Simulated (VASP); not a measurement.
TaN: relaxation of shape and atoms at fixed volume with PBE

Crystal: TaN.

```
Ta N
1.0
     3.22394    0.00000    0.00000
    -1.61197    2.79201    0.00000
     0.00000    0.00000    6.18531
Ta N
2 2
Direct
  0.33333 0.66667 0.02997
  0.66667 0.33333 0.52997
  0.33333 0.66667 0.35503
  0.66667 0.33333 0.85503
```

```json
{"Program": "VASP 6.6.1", "Task": "relaxation of shape and atoms at fixed volume", "Functional": "PBE", "Potentials or basis": "VASP PAW PBE potentials, release 64 (Ta_pv, N)", "Cutoff": "600 eV", "k mesh": "18 × 18 × 8", "Occupations": "gaussian, width 0.1 eV", "Spin": "no spin polarisation", "Dipole correction": "no", "Further INCAR settings": "ALGO = Normal; EDIFF = 1e-07; IBRION = 2; EDIFFG = -0.01; NSW = 50; ISIF = 4"}
```

```yaml
Energy_gained_by_relaxing: 0.4 meV/atom
Ionic_steps: 5
Pressure_after_relaxing: -12.1 GPa
Band_gap_on_the_k_mesh: zero (bands 16 and 17 overlap by 0.47 eV)
```

The path:
```tsv
step	energy change (eV)	largest force (eV/Å)	pressure (GPa)	volume (Å³)
1	0.0000	0.0252	-12.48	55.68
2	-0.0004	0.1460	-11.97	55.68
3	-0.0011	0.0685	-12.20	55.68
4	-0.0016	0.0191	-12.13	55.68
5	-0.0017	0.0014	-12.09	55.68
```

Final structure:
```yaml
crystal:
  lattice:
    - [3.23267, 0.00000, 0.00000]
    - [-1.61633, 2.79957, 0.00000]
    - [0.00000, 0.00000, 6.15194]
  atoms:
    - { symbol: Ta, position: [0.33333, 0.66667, 0.02945] }
    - { symbol: Ta, position: [0.66667, 0.33333, 0.52945] }
    - { symbol: N, position: [0.33333, 0.66667, 0.35555] }
    - { symbol: N, position: [0.66667, 0.33333, 0.85555] }
```

Levels at points of the mesh, in eV from the Fermi level:
| k point | band 14 | band 15 | band 16 | band 17 | band 18 | band 19 |
| --- | --- | --- | --- | --- | --- | --- |
| (0.00, 0.00, 0.00) | -4.36 | -0.91 | -0.60 | 0.09 | 0.09 | 1.97 |
| (0.50, 0.00, 0.00) | -3.60 | -2.07 | -0.54 | 1.10 | 1.96 | 2.42 |
| (0.00, 0.00, 0.50) | -4.81 | 0.23 | 0.23 | 0.88 | 0.88 | 0.88 |
| (0.50, 0.00, 0.50) | -4.60 | -0.82 | -0.82 | 1.37 | 1.37 | 2.89 |

It took 5.1 min on 1 thread of Intel(R) Xeon(R) 6975P-C (Granite Rapids), with other jobs on the host, peak memory 0.37 GiB.

Caveat: spin-orbit coupling is left out, which moves the levels of the heavy elements.
